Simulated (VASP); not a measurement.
# AlN in VASP: further runs

Runs on AlN. Level: PBE. Tasks: single point.

Everything below comes from runs of VASP 6.6.1. Logs are shortened: lines on timing, memory, paths and dates and some standing lists are left out, and cuts for length are marked.

### Step 1. The cell of the first run

The typed cell holds 4 atoms: a = 3.113 Å, b = 3.114 Å, c = 5.391 Å, α = 73.24°, β = 73.23°, γ = 60.01°.

### Step 2. Single point, PBE

INCAR

```
SYSTEM = AlN
PREC = Accurate
ENCUT = 520
EDIFF = 1E-6
ISMEAR = 0
SIGMA = 0.1
LREAL = .False.
LASPH = .True.
NELM = 80
ALGO = Normal
ISIF = 2
LWAVE = .False.
LCHARG = .False.
GGA = PE
NBANDS = 16
```

KPOINTS

```
regular mesh
0
Gamma
  6 6 6
  0 0 0
```

POSCAR

```
AlN
1.0
    0.0000072507     -2.2015174895     -2.2012355800
   -2.2020796456     -0.0001038872     -2.2011163103
    2.2017731303      2.2008680840     -4.4018266333
Al N
2 2
Direct
    0.5000176598      0.4999937152      0.4999791811
    0.9999895216      0.0000076053     -0.0000149246
    0.8750190275      0.8749812507      0.3750161306
    0.3749737910      0.3750174289      0.8750196129
```

Potentials or basis: VASP PAW PBE potentials, release 64 (Al, N).

Launch:

```console
> cat potpaw_PBE.64/Al/POTCAR potpaw_PBE.64/N/POTCAR > POTCAR
> mpirun -np 1 vasp_std > vasp.out
```

OUTCAR:

```text
SYSTEM = AlN
   PREC = Accurate
   ENCUT = 520
   EDIFF = 1E-6
   ISMEAR = 0
   LREAL = .False.
   LASPH = .True.
   NELM = 80
   ISIF = 2
   GGA = PE

 ion  position               nearest neighbor table
   1  0.500  0.500  0.500-   3 1.91   4 1.91   3 1.91   3 1.91   2 3.11   2 3.11   2 3.11   2 3.11
                             2 3.11   2 3.11
   2  1.000  0.000  1.000-   4 1.91   3 1.91   4 1.91   4 1.91   1 3.11   1 3.11   1 3.11   1 3.11
                             1 3.11   1 3.11
   3  0.875  0.875  0.375-   1 1.91   2 1.91   1 1.91   1 1.91
   4  0.375  0.375  0.875-   2 1.91   1 1.91   2 1.91   2 1.91

  Warning from LATTYP: Got some problem with cell dimensions!
  Tried to take original basis but could not verify dimensions!
  LATTYP: Found a triclinic cell.
 ALAT       =     3.1135297956
 B/A-ratio  =     0.9998993946
 C/A-ratio  =     1.7320245859
 COS(alpha) =     0.0000693618
 COS(beta)  =     0.2890850907
 COS(gamma) =     0.4998805360

  Lattice vectors:

 A1 = (  -2.2020796456,  -0.0001038872,  -2.2011163103)
 A2 = (   0.0000072507,  -2.2015174895,  -2.2012355800)
 A3 = (  -4.4038527759,  -2.2009719712,   2.2007103230)

Analysis of symmetry for initial positions (statically):
=====================================================================
 Subroutine PRICEL returns:
 Original cell was already a primitive cell.

 Routine SETGRP: Setting up the symmetry group for a
 triclinic supercell.

 Subroutine GETGRP returns: Found  1 space group operations
 (whereof  1 operations were pure point group operations)
 out of a pool of  2 trial point group operations.

The static configuration has the point symmetry C_1 .

Analysis of symmetry for dynamics (positions and initial velocities):
=====================================================================
 Subroutine PRICEL returns:
 Original cell was already a primitive cell.

 Routine SETGRP: Setting up the symmetry group for a
 triclinic supercell.

 Subroutine GETGRP returns: Found  1 space group operations
 (whereof  1 operations were pure point group operations)
 out of a pool of  2 trial point group operations.

The dynamic configuration has the point symmetry C_1 .

 Subroutine INISYM returns: Found  1 space group operations
 (whereof  1 operations are pure point group operations),
 and found     1 'primitive' translations

----------------------------------------------------------------------------------------

                                     Primitive cell
[... 92 lines left out ...]
   LASPH  =      T    aspherical Exc in radial PAW
   ENCUT  =  520.0 eV  38.22 Ry    6.18 a.u.   5.79  5.79 10.02*2*pi/ulx,y,z
   NELM   =     80;   NELMIN=  2; NELMDL= -5     # of ELM steps
   EDIFF  = 0.1E-05   stopping-criterion for ELM
   LREAL  =      F    real-space projection
   EDIFFG = 0.1E-04   stopping-criterion for IOM
   NSW    =      0    number of steps for IOM
   IBRION =     -1    ionic relax: 0-MD 1-quasi-New 2-CG
   NFREE  =      0    steps in history (QN), initial steepest desc. (CG)
   ISIF   =      2    stress and relaxation
   ISYM   =      2    0-nonsym 1-usesym 2-fastsym
   POTIM  = 0.5000    time-step for ionic-motion
   TEBEG  =    0.0;   TEEND  =   0.0 temperature during run
   PSTRESS=    0.0 pullay stress
   NELECT =      16.0000    total number of electrons
   NUPDOWN=      -1.0000    fix difference up-down
   EMIN   =  10.00;   EMAX   =-10.00  energy-range for DOS
   EFERMI =   0.00;   METHOD = LEGACY
   ISMEAR =     0;   SIGMA  =   0.10  broadening in eV -4-tet -1-fermi 0-gaus
   EFERMI_NEDOS =   21; number of points for ismear=-14 and -15
   IALGO  =     38    algorithm
   IMIX   =      4    mixing-type and parameters
     AMIX     =   0.40;   BMIX     =  1.00
     AMIX_MAG =   1.60;   BMIX_MAG =  1.00
  volume/ion in A,a.u.               =      10.67        72.00
  Fermi-wavevector in a.u.,A,eV,Ry     =   1.180459  2.230743 18.959484  1.393483
  Thomas-Fermi vector in A             =   2.316751
   LORBIT       =      0    0 simple, 1 ext, 2 COOP (PROOUT), +10 PAW based schemes
   GGA     = PE    functional components
   LHFCALC =     F    Hartree Fock is set to
   AEXX    =    0.0000 exact exchange contribution
   IVDW    =     0    specifies the selected vdW correction
   LEPSILON=     F    determine dielectric tensor
   LRPA    =     F    only Hartree local field effects (RPA)
 non-spin polarized calculation
 Gauss-broadening in eV      SIGMA  =   0.10
  energy-cutoff  :      520.00
  volume of cell :       42.68
 maximum number of plane-waves:      1168
   NGX = 11   NGY = 11   NGZ = 19

 number of electron      16.0000001 magnetization

 Free energy of the ion-electron system (eV)
  ---------------------------------------------------
  ext. energy  EPLUGINS =         0.00000000
  ---------------------------------------------------
  free energy    TOTEN  =       -29.69305711 eV

  energy without entropy =      -29.69305711  energy(sigma->0) =      -29.69305711

 E-fermi :   6.1595     XC(G=0): -10.8295

 val. band max:        5.7488035998   @ k =   0.0000   0.0000   0.0000
 cond. band min:       9.0512516378   @ k =   0.5000   0.5000   0.0000
 fundamental gap:      3.3024480380
 Fermi energy:         6.1595127265

 k-point     1 :       0.0000    0.0000    0.0000
  band No.  band energies     occupation
      1      -9.0961      2.00000
      2      -7.1175      2.00000
      3      -0.0064      2.00000
      4       5.2680      2.00000
      5       5.2712      2.00000
      6       5.7462      2.00000
[... 433 lines left out ...]
      3       0.5372      2.00000
      4       1.2619      2.00000
      5       3.2633      2.00000
      6       4.1942      2.00000
[... 8 lines left out ...]
     15      18.3051      0.00000
     16      20.0877      0.00000

 [... further k-points ...]
[... 5 lines left out ...]
  --------------------------------------------------------------------------------------
  -------------------------------------------------------------------------------------
  Total       -0.0692459     -0.0583036     -0.0537139     -0.0000893     -0.0063288     -0.0000885
  in kB       -2.5996374     -2.1888404     -2.0165308     -0.0033526     -0.2375947     -0.0033232
  external PRESSURE =      -2.2683362 kB  Pullay stress =       0.0000000 kB

 VOLUME and BASIS-vectors are now :
 -----------------------------------------------------------------------------
  energy-cutoff  :      520.00
  volume of cell :       42.68
      direct lattice vectors                 reciprocal lattice vectors
     0.000007251 -2.201517490 -2.201235580     0.113523535 -0.340689167 -0.113557140
    -2.202079646 -0.000103887 -2.201116310    -0.340590656  0.113564905 -0.113580571
     2.201773130  2.200868084 -4.401826633     0.113540956  0.113581836 -0.113596009

 POSITION                                       TOTAL-FORCE (eV/Angst)
 -----------------------------------------------------------------------------------
     -0.00018     -0.00046     -4.40202        -0.000565      0.000161     -0.000706
      2.20173     -0.00066     -6.60299        -0.001501     -0.000175     -0.000335
     -1.10107     -1.10110     -5.50281         0.000744      0.000551      0.000371
      1.10078      1.10025     -5.50255         0.001322     -0.000537      0.000671
 -----------------------------------------------------------------------------------
    total drift:                                0.000021      0.000019     -0.000026

  FREE ENERGIE OF THE ION-ELECTRON SYSTEM (eV)
  ---------------------------------------------------
  free  energy   TOTEN  =       -29.6930571131 eV

  energy  without entropy=      -29.6930571131  energy(sigma->0) =      -29.69305711
```

It took 50 s on 1 thread of Intel Xeon 6975P-C, shared host; peak memory 0.2 GiB.

What came out:

| Quantity | Value |
| --- | --- |
| Free energy | -29.6931 eV |
| Pressure | -0.2 GPa |
| Band gap on the k mesh | 3.30 eV |

Levels at points of the mesh, in eV from the valence-band top:
```csv
k point,band 6,band 7,band 8,band 9,band 10,band 11
"(0.00, 0.00, 0.00)",0.00,0.00,0.00,3.98,7.16,9.70
"(0.50, 0.00, 0.00)",-2.30,-1.18,-1.18,5.82,5.82,9.79
"(0.00, 0.50, 0.00)",-2.30,-1.18,-1.18,5.82,5.82,9.79
"(0.50, 0.50, 0.00)",-1.75,-0.48,-0.48,3.30,7.16,8.46
"(0.00, 0.00, 0.50)",-0.26,-0.26,-0.25,6.25,6.25,10.75
"(0.50, 0.00, 0.50)",-1.75,-0.48,-0.48,3.30,7.16,8.47
"(0.00, 0.50, 0.50)",-1.75,-0.48,-0.48,3.30,7.16,8.47
"(0.50, 0.50, 0.50)",-2.30,-1.18,-1.18,5.82,5.82,9.79
```

### Step 3. Single point, PBE (volume scaled by 1.03)

INCAR

```
PREC = Accurate
ENCUT = 600
EDIFF = 1E-6
ISMEAR = 0
SIGMA = 0.02
LREAL = F
LASPH = T
NELM = 120
ALGO = Normal
ISIF = 2
LWAVE = F
LCHARG = F
GGA = PE
NBANDS = 11
GGA_COMPAT = F
```

KPOINTS

```
Automatic mesh
0
Gamma
  10 10 10
```

POSCAR

```
AlN
1.0
    0.0000000000      2.2234234266      2.2234234266
    2.2234234266      0.0000000000      2.2234234266
    2.2234234266      2.2234234266      0.0000000000
Al N
1 1
Direct
    0.0000000000      0.0000000000      0.0000000000
    0.7500000000      0.7500000000      0.7500000000
```

Potentials or basis: VASP PAW PBE potentials, release 64 (Al, N).

Launch:

```console
> cat potpaw_PBE.64/Al/POTCAR potpaw_PBE.64/N/POTCAR > POTCAR
> mpirun -np 1 vasp_std > vasp.out
```

Run time: 14 s. Hardware: 1 thread of Intel Xeon Platinum 8488C (Sapphire Rapids), shared host; peak memory 0.15 GiB.

Results (log left out):

```yaml
Free_energy: -14.8371 eV
Pressure: -5.8 GPa
Band_gap_on_the_k_mesh: 3.29 eV, indirect (least direct gap 3.73 eV)
```

Levels at points of the mesh, in eV from the valence-band top:
```csv
k point,band 2,band 3,band 4,band 5,band 6,band 7
"(0.00, 0.00, 0.00)",0.00,0.00,0.00,3.73,12.04,12.04
"(0.50, 0.00, 0.00)",-5.63,-0.47,-0.47,6.90,9.50,10.81
"(0.50, 0.50, 0.00)",-4.74,-1.72,-1.72,3.29,8.29,13.25
```
